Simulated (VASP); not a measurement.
TiO2:

```
Ti O
1.0
     0.00000    2.39683    2.39683
     2.39683    0.00000    2.39683
     2.39683    2.39683    0.00000
Ti O
1 2
Direct
  0.00000 0.00000 0.00000
  0.25000 0.25000 0.25000
  0.75000 0.75000 0.75000
```

Program: VASP 6.6.1. Alike in all runs: task single point; no spin polarisation; cell as given.

Task: Order these runs on this cell by their pressure, lowest first.
A. level r2SCAN; potentials or basis VASP PAW PBE potentials, release 64 (Ti_sv, O); k mesh 6 × 6 × 6; cutoff (eV) 520; smearing gaussian 0.2 eV
B. level r2SCAN; potentials or basis VASP PAW PBE potentials, release 64 (Ti_sv, O); k mesh 6 × 6 × 6; cutoff (eV) 520; smearing fermi-dirac 0.5 eV
C. level LDA; potentials or basis VASP PAW LDA potentials, release 64 (Ti_sv, O); k mesh 4 × 4 × 4; cutoff (eV) 600; smearing gaussian 0.01 eV
D. level PBE; potentials or basis VASP PAW PBE potentials, release 64 (Ti_sv, O); k mesh 4 × 4 × 4; cutoff (eV) 600; smearing gaussian 0.01 eV
E. level HSE06; potentials or basis VASP PAW PBE potentials, release 64 (Ti_sv, O); k mesh 4 × 4 × 4; cutoff (eV) 520; smearing gaussian 0.01 eV; grid for exact exchange (PRECFOCK) Normal; screening parameter 0.2079 1/Å

Result: C (-9.0 GPa), E (-3.0 GPa), A (1.5 GPa), B (3.7 GPa), D (6.5 GPa).

Caveats: some runs use coarse meshes; the PAW data sets were made with another functional, which shifts forces and pressure a little (some runs).
